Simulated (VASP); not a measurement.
# Ge (C2/m) in VASP: single point with PBE

Aim: the single point of Ge with PBE.

Program: VASP 6.6.1. These are calculated values, not measurements. Logs are shortened: lines on timing, memory, paths and dates and some standing lists are left out, and cuts for length are marked.

**1. The cell of the first run**

It takes space group C2/m (No. 12, monoclinic). The conventional cell has a = 5.422 Å, b = 3.123 Å, c = 5.756 Å, α = 90.00°, β = 109.14°, γ = 90.00°. Ge (site symmetry m) has 10 Ge at 2.98 to 3.13 Å within 3.9 Å.

**2. Single point, PBE (Pb replaced by Ge, lengths x 0.893, strained)**

The input, INCAR:

```
ALGO     = Normal         # electronic algorithm
EDIFF    = 1E-7           # SCF threshold, eV
ENCUT    = 520            # plane-wave cutoff, eV
GGA      = PE             # functional
ISIF     = 2              # what is computed and relaxed
ISMEAR   = 0              # smearing method
LASPH    = True           # aspherical terms in the spheres
LCHARG   = False          # write CHGCAR
LREAL    = False          # projectors in reciprocal space
LWAVE    = False          # write WAVECAR
NBANDS   = 21             # bands
NELM     = 100            # most SCF steps
PREC     = Accurate       # precision mode
SIGMA    = 0.1            # smearing width, eV
```

The input, KPOINTS:

```
k-points
0
Gamma
  16 16 8
```

The input, POSCAR:

```
Ge
1.0
    2.7110841263     -1.5616580067      0.0000000000
    2.7110841263      1.5616580067      0.0000000000
   -1.8874430054      0.0000000000      5.4382381132
Ge
2
Direct
    0.0914915900      0.0914915900      0.2737078000
    0.9085084100      0.9085084100      0.7262922000
```

Potentials or basis: VASP PAW PBE potentials, release 64 (Ge_d).

Started as:

```console
$ cat potpaw_PBE.64/Ge_d/POTCAR > POTCAR
$ mpirun -np 1 vasp_std > vasp.out
```

OUTCAR:

```text
EDIFF = 1E-7
   ENCUT = 520
   GGA = PE
   ISIF = 2
   ISMEAR = 0
   LASPH = True
   LREAL = False
   NELM = 100
   PREC = Accurate

 ion  position               nearest neighbor table
   1  0.091  0.091  0.274-
   2  0.909  0.909  0.726-

  LATTYP: Found a base centered monoclinic cell.
 ALAT       =     5.4221682526
 B/A-ratio  =     0.5760271294
 C/A-ratio  =     1.0616534713
 COS(beta)  =    -0.3278823751

  Lattice vectors:

 A1 = (   2.7110841263,  -1.5616580067,   0.0000000000)
 A2 = (   2.7110841263,   1.5616580067,   0.0000000000)
 A3 = (  -1.8874430054,   0.0000000000,   5.4382381132)

Analysis of symmetry for initial positions (statically):
=====================================================================
 Subroutine PRICEL returns:
 Original cell was already a primitive cell.

 Routine SETGRP: Setting up the symmetry group for a
 base centered monoclinic supercell.

 Subroutine GETGRP returns: Found  4 space group operations
 (whereof  4 operations were pure point group operations)
 out of a pool of  4 trial point group operations.

The static configuration has the point symmetry C_2h.

Analysis of symmetry for dynamics (positions and initial velocities):
=====================================================================
 Subroutine PRICEL returns:
 Original cell was already a primitive cell.

 Routine SETGRP: Setting up the symmetry group for a
 base centered monoclinic supercell.

 Subroutine GETGRP returns: Found  4 space group operations
 (whereof  4 operations were pure point group operations)
 out of a pool of  4 trial point group operations.

The dynamic configuration has the point symmetry C_2h.

 Subroutine INISYM returns: Found  4 space group operations
 (whereof  4 operations are pure point group operations),
 and found     1 'primitive' translations

----------------------------------------------------------------------------------------

                                     Primitive cell

  volume of cell :      46.0487

  direct lattice vectors                    reciprocal lattice vectors
     2.711084126 -1.561658007  0.000000000     0.184428065 -0.320172533  0.064009235
     2.711084126  1.561658007  0.000000000     0.184428065  0.320172533  0.064009235
    -1.887443005  0.000000000  5.438238113     0.000000000  0.000000000  0.183883085

  length of vectors
[... 78 lines left out ...]
   LSORBIT =      F    spin-orbit coupling
   LASPH  =      T    aspherical Exc in radial PAW
   ENCUT  =  520.0 eV  38.22 Ry    6.18 a.u.   5.82  5.82 10.70*2*pi/ulx,y,z
   NELM   =    100;   NELMIN=  2; NELMDL= -5     # of ELM steps
   EDIFF  = 0.1E-06   stopping-criterion for ELM
   LREAL  =      F    real-space projection
   EDIFFG = 0.1E-05   stopping-criterion for IOM
   NSW    =      0    number of steps for IOM
   IBRION =     -1    ionic relax: 0-MD 1-quasi-New 2-CG
   NFREE  =      0    steps in history (QN), initial steepest desc. (CG)
   ISIF   =      2    stress and relaxation
   ISYM   =      2    0-nonsym 1-usesym 2-fastsym
   POTIM  = 0.5000    time-step for ionic-motion
   TEBEG  =    0.0;   TEEND  =   0.0 temperature during run
   PSTRESS=    0.0 pullay stress
   NELECT =      28.0000    total number of electrons
   NUPDOWN=      -1.0000    fix difference up-down
   EMIN   =  10.00;   EMAX   =-10.00  energy-range for DOS
   EFERMI =   0.00;   METHOD = LEGACY
   ISMEAR =     0;   SIGMA  =   0.10  broadening in eV -4-tet -1-fermi 0-gaus
   EFERMI_NEDOS =   21; number of points for ismear=-14 and -15
   IALGO  =     38    algorithm
   IMIX   =      4    mixing-type and parameters
     AMIX     =   0.40;   BMIX     =  1.00
     AMIX_MAG =   1.60;   BMIX_MAG =  1.00
  volume/ion in A,a.u.               =      23.02       155.38
  Fermi-wavevector in a.u.,A,eV,Ry     =   1.386932  2.620921 26.171895  1.923580
  Thomas-Fermi vector in A             =   2.511201
   LORBIT       =      0    0 simple, 1 ext, 2 COOP (PROOUT), +10 PAW based schemes
   GGA     = PE    functional components
   LHFCALC =     F    Hartree Fock is set to
   AEXX    =    0.0000 exact exchange contribution
   IVDW    =     0    specifies the selected vdW correction
   LEPSILON=     F    determine dielectric tensor
   LRPA    =     F    only Hartree local field effects (RPA)
 non-spin polarized calculation
 Gauss-broadening in eV      SIGMA  =   0.10
  energy-cutoff  :      520.00
  volume of cell :       46.05
 maximum number of plane-waves:      1258
   NGX = 11   NGY = 11   NGZ = 21

 number of electron      28.0000007 magnetization

 Free energy of the ion-electron system (eV)
  ---------------------------------------------------
  ext. energy  EPLUGINS =         0.00000000
  ---------------------------------------------------
  free energy    TOTEN  =        -8.22153611 eV

  energy without entropy =       -8.21498004  energy(sigma->0) =       -8.21825807

 E-fermi :   4.8349     XC(G=0): -10.2833

 val. band max:        4.8340500811   @ k =   0.3750  -0.0000   0.0000
 cond. band min:       4.8411751469   @ k =   0.5000   0.3125   0.2500
 fundamental gap:      0.0071250658
 Fermi energy:         4.8349148821

 k-point     1 :       0.0000    0.0000    0.0000
  band No.  band energies     occupation
      1     -19.9227      2.00000
      2     -19.9057      2.00000
      3     -19.9057      2.00000
      4     -19.9051      2.00000
      5     -19.9048      2.00000
      6     -19.8821      2.00000
[... 565 lines left out ...]
     20      16.2583      0.00000
     21      16.5472      0.00000

 [... further k-points ...]

------------------------ aborting loop because EDIFF is reached ----------------------------------------

  FORCE on cell =-STRESS in cart. coord.  units (eV):
  Direction    XX          YY          ZZ          XY          YZ          ZX
  --------------------------------------------------------------------------------------
  -------------------------------------------------------------------------------------
  Total       -1.9042781     -1.8613407     -1.7172667      0.0000000      0.0000000     -0.0432245
  in kB      -66.2557854    -64.7618593    -59.7490770      0.0000000      0.0000000     -1.5039172
  external PRESSURE =     -63.5889072 kB  Pullay stress =       0.0000000 kB

 VOLUME and BASIS-vectors are now :
 -----------------------------------------------------------------------------
  energy-cutoff  :      520.00
  volume of cell :       46.05
      direct lattice vectors                 reciprocal lattice vectors
     2.711084126 -1.561658007  0.000000000     0.184428065 -0.320172533  0.064009235
     2.711084126  1.561658007  0.000000000     0.184428065  0.320172533  0.064009235
    -1.887443005  0.000000000  5.438238113     0.000000000  0.000000000  0.183883085

 POSITION                                       TOTAL-FORCE (eV/Angst)
 -----------------------------------------------------------------------------------
     -0.02053      0.00000      1.48849        -0.000404      0.000000      0.165246
      3.55525      0.00000      3.94975         0.000404      0.000000     -0.165246
 -----------------------------------------------------------------------------------
    total drift:                                0.000000      0.000000     -0.000000

  FREE ENERGIE OF THE ION-ELECTRON SYSTEM (eV)
  ---------------------------------------------------
  free  energy   TOTEN  =        -8.2215361065 eV

  energy  without entropy=       -8.2149800405  energy(sigma->0) =       -8.21825807
```

OSZICAR:

```text
N       E                     dE             d eps       ncg     rms          rms(c)
DAV:   1     0.181910125025E+03    0.18191E+03   -0.14538E+04 26026   0.357E+03
DAV:   2     0.180133260276E+02   -0.16390E+03   -0.15898E+03 23413   0.595E+02
DAV:   3    -0.741028002704E+01   -0.25424E+02   -0.25184E+02 26611   0.138E+02
DAV:   4    -0.822957774331E+01   -0.81930E+00   -0.81868E+00 26128   0.279E+01
DAV:   5    -0.824333375228E+01   -0.13756E-01   -0.13756E-01 26315   0.417E+00    0.125E+00
DAV:   6    -0.822665541437E+01    0.16678E-01   -0.22344E-02 31422   0.189E+00    0.697E-01
DAV:   7    -0.822170565653E+01    0.49498E-02   -0.14080E-02 30478   0.124E+00    0.120E-01
DAV:   8    -0.822151550739E+01    0.19015E-03   -0.14586E-03 27247   0.548E-01    0.319E-02
DAV:   9    -0.822153306427E+01   -0.17557E-04   -0.81417E-05 26483   0.697E-02    0.149E-02
DAV:  10    -0.822153606876E+01   -0.30045E-05   -0.46882E-06 26977   0.232E-02    0.285E-03
DAV:  11    -0.822153638361E+01   -0.31485E-06   -0.23317E-07 22047   0.548E-03    0.968E-04
DAV:  12    -0.822153611094E+01    0.27267E-06   -0.69332E-08 14229   0.418E-03    0.172E-04
DAV:  13    -0.822153610653E+01    0.44083E-08   -0.10256E-08 12809   0.137E-03
   1 F= -.82215361E+01 E0= -.82182581E+01  d E =-.655607E-02
```

It took 6.2 min on 1 thread of Intel Xeon Platinum 8259CL at 2.50GHz (Skylake/Cascade Lake), shared host; peak memory 0.5 GiB.

What came out:

```
Free energy            : -8.2215 eV
Pressure               : -6.4 GPa
Largest force          : 0.165 eV/Å
Band gap on the k mesh : zero (band 14 reaches 11.45 eV, above the bottom of band 15 at 2.97 eV)
```

Forces in eV/Å, atoms in the order of the input:
```
Ge   0.000  0.000  0.165
Ge   0.000  0.000 -0.165
```

Stress tensor (GPa, compression positive):
```
-6.63  0.00 -0.15
 0.00 -6.48  0.00
-0.15  0.00 -5.97
```

Caveat: the cell differs from its parent crystal (Pb replaced by Ge, lengths x 0.893, strained).
